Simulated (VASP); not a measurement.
# BeCu2SnS4 (I-4) in VASP: settings compared

Aim: see how the results for BeCu2SnS4 move with the level of theory and the settings. Levels: PBE, r2SCAN. Tasks: single point.

Everything below comes from runs of VASP 6.6.1. Logs are shortened: lines on timing, memory, paths and dates and some standing lists are left out, and cuts for length are marked.

### Step 1. The cell of the first run

Symmetry: I-4, No. 82, tetragonal system. Conventional cell: a = 5.345 Å, b = 5.345 Å, c = 10.523 Å, α = 90.00°, β = 90.00°, γ = 90.00°. Within 3.1 Å of Cu (site symmetry -4) lie 4 S at 2.31 Å. Cu (site symmetry -4) has 4 S at 2.33 Å within 3.1 Å. Be (site symmetry -4) has 4 S at 2.13 Å within 2.8 Å. Within 3.3 Å of Sn (site symmetry -4) lie 4 S at 2.46 Å. Within 2.8 Å of S (site symmetry 1) lie 1 Be at 2.13 Å and 2 Cu at 2.31 to 2.33 Å and 1 Sn at 2.46 Å.

### Step 2. Single point, PBE

Contents of INCAR:

```
PREC = Accurate ; ENCUT = 520
EDIFF = 1E-6 ; ISMEAR = 0
SIGMA = 0.01 ; LREAL = False
LASPH = True ; NELM = 80
ALGO = Normal ; ISIF = 2
LWAVE = False ; LCHARG = False
GGA = PE ; NBANDS = 41
```

Contents of KPOINTS:

```
Automatic mesh
0
Gamma
  6 6 6
```

Contents of POSCAR:

```
BeCu2SnS4
1.0
   -2.6724524806      2.6724524806      5.2616570143
    2.6724524806     -2.6724524806      5.2616570143
    2.6724524806      2.6724524806     -5.2616570143
Cu Be Sn S
2 1 1 4
Direct
    0.0000000000      0.0000000000      0.0000000000
    0.7500000000      0.2500000000      0.5000000000
    0.2500000000      0.7500000000      0.5000000000
    0.5000000000      0.5000000000      0.0000000000
    0.1148369022      0.6403415557      1.0307157947
    0.3596584443      0.3903742390      0.4744953464
    0.6096257610      0.0841211075     -0.0307157947
    0.9158788925      0.8851630978      0.5255046536
```

Potentials or basis: VASP PAW PBE potentials, release 64 (Cu, Be, Sn_d, S).

Run with:

```console
$ cat potpaw_PBE.64/Cu/POTCAR potpaw_PBE.64/Be/POTCAR potpaw_PBE.64/Sn_d/POTCAR potpaw_PBE.64/S/POTCAR > POTCAR
$ mpirun -np 1 vasp_std > vasp.out
```

OUTCAR:

```text
PREC = Accurate
   ENCUT = 520
   EDIFF = 1E-6
   ISMEAR = 0
   LREAL = False
   LASPH = True
   NELM = 80
   ISIF = 2
   GGA = PE

 ion  position               nearest neighbor table
   1  0.000  0.000  0.000-   8 2.31   7 2.31   5 2.31   6 2.31
   2  0.750  0.250  0.500-   6 2.33   5 2.33   7 2.33   8 2.33
   3  0.250  0.750  0.500-   6 2.13   5 2.13   7 2.13   8 2.13
   4  0.500  0.500  0.000-   8 2.46   7 2.46   5 2.46   6 2.46
   5  0.115  0.640  0.031-   3 2.13   1 2.31   2 2.33   4 2.46
   6  0.360  0.390  0.474-   3 2.13   1 2.31   2 2.33   4 2.46
   7  0.610  0.084  0.969-   3 2.13   1 2.31   2 2.33   4 2.46
   8  0.916  0.885  0.526-   3 2.13   1 2.31   2 2.33   4 2.46

  LATTYP: Found a body centered tetragonal cell.
 ALAT       =     5.3449049612
 C/A-ratio  =     1.9688496063

  Lattice vectors:

 A1 = (  -2.6724524806,   2.6724524806,   5.2616570143)
 A2 = (   2.6724524806,  -2.6724524806,   5.2616570143)
 A3 = (   2.6724524806,   2.6724524806,  -5.2616570143)

Analysis of symmetry for initial positions (statically):
=====================================================================
 Subroutine PRICEL returns:
 Original cell was already a primitive cell.

 Routine SETGRP: Setting up the symmetry group for a
 body centered tetragonal supercell.

 Subroutine GETGRP returns: Found  4 space group operations
 (whereof  4 operations were pure point group operations)
 out of a pool of 16 trial point group operations.

The static configuration has the point symmetry S_4 .

Analysis of symmetry for dynamics (positions and initial velocities):
=====================================================================
 Subroutine PRICEL returns:
 Original cell was already a primitive cell.

 Routine SETGRP: Setting up the symmetry group for a
 body centered tetragonal supercell.

 Subroutine GETGRP returns: Found  4 space group operations
 (whereof  4 operations were pure point group operations)
 out of a pool of 16 trial point group operations.

The dynamic configuration has the point symmetry S_4 .

 Subroutine INISYM returns: Found  4 space group operations
 (whereof  4 operations are pure point group operations),
 and found     1 'primitive' translations

----------------------------------------------------------------------------------------

                                     Primitive cell

  volume of cell :     150.3151

  direct lattice vectors                    reciprocal lattice vectors
    -2.672452481  2.672452481  5.261657014     0.000000000  0.187094066  0.095027099
     2.672452481 -2.672452481  5.261657014     0.187094066  0.000000000  0.095027099
     2.672452481  2.672452481 -5.261657014     0.187094066  0.187094066  0.000000000

  length of vectors
     6.478351570  6.478351570  6.478351570     0.209843606  0.209843606  0.264590965

  position of ions in fractional coordinates (direct lattice)
     0.000000000  0.000000000  0.000000000
     0.750000000  0.250000000  0.500000000
     0.250000000  0.750000000  0.500000000
     0.500000000  0.500000000  0.000000000
     0.114836902  0.640341556  0.030715795
     0.359658444  0.390374239  0.474495346
     0.609625761  0.084121108  0.969284205
     0.915878892  0.885163098  0.525504654

  ion indices of the primitive-cell ions
   primitive index   ion index
                 1           1
                 2           2
                 3           3
                 4           4
                 5           5
                 6           6
                 7           7
                 8           8

----------------------------------------------------------------------------------------

 KPOINTS: Automatic mesh

Automatic generation of k-mesh.
 Grid dimensions read from file:
 generate k-points for:    6    6    6

 Generating k-lattice:

  Cartesian coordinates                     Fractional coordinates (reciprocal lattice)
     0.000000000  0.031182344  0.015837850     0.166666667  0.000000000  0.000000000
     0.031182344  0.000000000  0.015837850     0.000000000  0.166666667  0.000000000
     0.031182344  0.031182344  0.000000000     0.000000000  0.000000000  0.166666667

  Length of vectors
     0.034973934  0.034973934  0.044098494

  Shift w.r.t. Gamma in fractional coordinates (k-lattice)
     0.000000000  0.000000000  0.000000000

 Subroutine IBZKPT returns following result:
 ===========================================

 Found     36 irreducible k-points:

 Following reciprocal coordinates:
            Coordinates               Weight
  0.000000  0.000000  0.000000      1.000000
  0.166667 -0.000000  0.000000      8.000000
  0.333333 -0.000000  0.000000      8.000000
  0.500000 -0.000000  0.000000      4.000000
  0.166667  0.166667  0.000000      8.000000
  0.333333  0.166667  0.000000      8.000000
[... 16 lines left out ...]
  0.333333 -0.333333  0.166667      4.000000
 -0.166667  0.333333  0.166667      8.000000
 [... further k-points ...]
   k-points           NKPTS =     36   k-points in BZ     NKDIM =     36   number of bands    NBANDS=     41
   number of dos      NEDOS =    301   number of ions     NIONS =      8
   total plane-waves  NPLWV = 110592
   dimension x,y,z NGX =    48 NGY =   48 NGZ =   48
   dimension x,y,z NGXF=    96 NGYF=   96 NGZF=   96
   ions per type =               2   1   1   4
   NGX,Y,Z   is equivalent  to a cutoff of  12.32, 12.32, 12.32 a.u.
   NGXF,Y,Z  is equivalent  to a cutoff of  24.64, 24.64, 24.64 a.u.
 SYSTEM =  unknown system
   PREC   = accura    normal or accurate (medium, high low for compatibility)
   ISTART =      0    job   : 0-new  1-cont  2-samecut
   ICHARG =      2    charge: 1-file 2-atom 10-const
   ISPIN  =      1    spin polarized calculation?
   LNONCOLLINEAR =      F non collinear calculations
   LSORBIT =      F    spin-orbit coupling
   LASPH  =      T    aspherical Exc in radial PAW
   ENCUT  =  520.0 eV  38.22 Ry    6.18 a.u.  12.05 12.05 12.05*2*pi/ulx,y,z
   NELM   =     80;   NELMIN=  2; NELMDL= -5     # of ELM steps
   EDIFF  = 0.1E-05   stopping-criterion for ELM
   LREAL  =      F    real-space projection
   EDIFFG = 0.1E-04   stopping-criterion for IOM
   NSW    =      0    number of steps for IOM
   IBRION =     -1    ionic relax: 0-MD 1-quasi-New 2-CG
   NFREE  =      0    steps in history (QN), initial steepest desc. (CG)
   ISIF   =      2    stress and relaxation
   ISYM   =      2    0-nonsym 1-usesym 2-fastsym
   POTIM  = 0.5000    time-step for ionic-motion
   TEBEG  =    0.0;   TEEND  =   0.0 temperature during run
   PSTRESS=    0.0 pullay stress
   NELECT =      62.0000    total number of electrons
   NUPDOWN=      -1.0000    fix difference up-down
   EMIN   =  10.00;   EMAX   =-10.00  energy-range for DOS
   EFERMI =   0.00;   METHOD = LEGACY
   ISMEAR =     0;   SIGMA  =   0.01  broadening in eV -4-tet -1-fermi 0-gaus
   EFERMI_NEDOS =   21; number of points for ismear=-14 and -15
   IALGO  =     38    algorithm
   IMIX   =      4    mixing-type and parameters
     AMIX     =   0.40;   BMIX     =  1.00
     AMIX_MAG =   1.60;   BMIX_MAG =  1.00
  volume/ion in A,a.u.               =      18.79       126.80
  Fermi-wavevector in a.u.,A,eV,Ry     =   1.218628  2.302873 20.205396  1.485055
  Thomas-Fermi vector in A             =   2.353908
   LORBIT       =      0    0 simple, 1 ext, 2 COOP (PROOUT), +10 PAW based schemes
   GGA     = PE    functional components
   LHFCALC =     F    Hartree Fock is set to
   AEXX    =    0.0000 exact exchange contribution
   IVDW    =     0    specifies the selected vdW correction
   LEPSILON=     F    determine dielectric tensor
   LRPA    =     F    only Hartree local field effects (RPA)
 non-spin polarized calculation
 Gauss-broadening in eV      SIGMA  =   0.01
  energy-cutoff  :      520.00
  volume of cell :      150.32
 maximum number of plane-waves:      4074
   NGX = 25   NGY = 25   NGZ = 25

 number of electron      61.9999999 magnetization

 Free energy of the ion-electron system (eV)
  ---------------------------------------------------
  ext. energy  EPLUGINS =         0.00000000
  ---------------------------------------------------
  free energy    TOTEN  =       -35.63159827 eV

  energy without entropy =      -35.63159827  energy(sigma->0) =      -35.63159827

 E-fermi :   5.3878     XC(G=0):  -9.8096

 val. band max:        5.3038926944   @ k =   0.0000   0.0000   0.0000
 cond. band min:       5.8071373371   @ k =   0.0000   0.0000   0.0000
 fundamental gap:      0.5032446427
 Fermi energy:         5.3878300901

 k-point     1 :       0.0000    0.0000    0.0000
  band No.  band energies     occupation
      1     -16.9002      2.00000
      2     -16.8903      2.00000
      3     -16.8903      2.00000
      4     -16.8311      2.00000
      5     -16.8094      2.00000
      6      -9.2196      2.00000
[... 33 lines left out ...]
     40      10.6806      0.00000
     41      11.9785      0.00000

 k-point     2 :       0.1667   -0.0000    0.0000
  band No.  band energies     occupation
      1     -16.9004      2.00000
      2     -16.8905      2.00000
      3     -16.8903      2.00000
      4     -16.8309      2.00000
      5     -16.8093      2.00000
      6      -9.1179      2.00000
[... 33 lines left out ...]
     40      10.9006      0.00000
     41      11.7134      0.00000

 k-point     3 :       0.3333   -0.0000    0.0000
  band No.  band energies     occupation
      1     -16.9006      2.00000
      2     -16.8907      2.00000
      3     -16.8902      2.00000
      4     -16.8305      2.00000
      5     -16.8091      2.00000
      6      -8.8372      2.00000
[... 875 lines left out ...]
      2     -16.8909      2.00000
      3     -16.8903      2.00000
      4     -16.8302      2.00000
      5     -16.8090      2.00000
      6      -8.5406      2.00000
[... 33 lines left out ...]
     40      11.3139      0.00000
     41      11.6998      0.00000

 k-point    24 :      -0.1667    0.3333    0.1667
  band No.  band energies     occupation
      1     -16.9008      2.00000
      2     -16.8909      2.00000
      3     -16.8902      2.00000
      4     -16.8304      2.00000
      5     -16.8091      2.00000
      6      -8.5806      2.00000
[... 33 lines left out ...]
     40      11.4387      0.00000
     41      11.6518      0.00000

 [... further k-points ...]

------------------------ aborting loop because EDIFF is reached ----------------------------------------

  FORCE on cell =-STRESS in cart. coord.  units (eV):
  Direction    XX          YY          ZZ          XY          YZ          ZX
  --------------------------------------------------------------------------------------
  -------------------------------------------------------------------------------------
  Total        0.0589387      0.0589387      0.0273982     -0.0000003     -0.0000000     -0.0000000
  in kB        0.6282150      0.6282150      0.2920318     -0.0000028     -0.0000000     -0.0000000
  external PRESSURE =       0.5161539 kB  Pullay stress =       0.0000000 kB

 VOLUME and BASIS-vectors are now :
 -----------------------------------------------------------------------------
  energy-cutoff  :      520.00
  volume of cell :      150.32
      direct lattice vectors                 reciprocal lattice vectors
    -2.672452481  2.672452481  5.261657014     0.000000000  0.187094066  0.095027099
     2.672452481 -2.672452481  5.261657014     0.187094066  0.000000000  0.095027099
     2.672452481  2.672452481 -5.261657014     0.187094066  0.187094066  0.000000000

 POSITION                                       TOTAL-FORCE (eV/Angst)
 -----------------------------------------------------------------------------------
      0.00000      0.00000      0.00000        -0.000000     -0.000000      0.000000
      0.00000      2.67245      2.63083        -0.000000     -0.000000      0.000000
      2.67245      0.00000      2.63083        -0.000000     -0.000000      0.000000
      0.00000      0.00000      5.26166        -0.000000     -0.000000      0.000000
      1.48647     -1.32230      3.81187        -0.014246      0.031483      0.013065
      1.35015      1.18598      1.44978         0.031483      0.014246     -0.013065
      1.18598      3.99475     -1.44978         0.014246     -0.031483      0.013065
      1.32230      1.48647      6.71144        -0.031483     -0.014246     -0.013065
 -----------------------------------------------------------------------------------
    total drift:                               -0.000012     -0.000012     -0.000012

  FREE ENERGIE OF THE ION-ELECTRON SYSTEM (eV)
  ---------------------------------------------------
  free  energy   TOTEN  =       -35.6315982707 eV

  energy  without entropy=      -35.6315982707  energy(sigma->0) =      -35.63159827
```

Wall time 2.4 min (1 thread of Intel Xeon 6975P-C (Granite Rapids), shared host); peak memory 0.45 GiB.

Results:

| Quantity | Value |
| --- | --- |
| Free energy | -35.6316 eV |
| Pressure | 0.1 GPa |
| Largest force | 0.037 eV/Å |
| Band gap on the k mesh | 0.50 eV |

Forces on the atoms (eV/Å):
```
Cu   0.000  0.000  0.000
Cu   0.000  0.000  0.000
Be   0.000  0.000  0.000
Sn   0.000  0.000  0.000
S   -0.014  0.031  0.013
S    0.031  0.014 -0.013
S    0.014 -0.031  0.013
S   -0.031 -0.014 -0.013
```

Levels at points of the mesh, in eV from the valence-band top:
```csv
k point,band 28,band 29,band 30,band 31,band 32,band 33,band 34,band 35
"(0.00, 0.00, 0.00)",-1.37,-0.06,-0.06,0.00,0.50,2.11,3.24,3.69
"(0.50, 0.00, 0.00)",-1.08,-1.03,-0.96,-0.34,1.48,3.07,3.47,4.24
"(0.50, 0.50, 0.00)",-0.74,-0.57,-0.49,-0.27,0.67,2.97,3.49,3.89
"(0.50, 0.50, 0.50)",-0.97,-0.94,-0.78,-0.78,1.14,2.07,2.07,2.60
```

Caveat: spin-orbit coupling is left out, which moves the levels of the heavy elements.

[end of part 1 of 2]
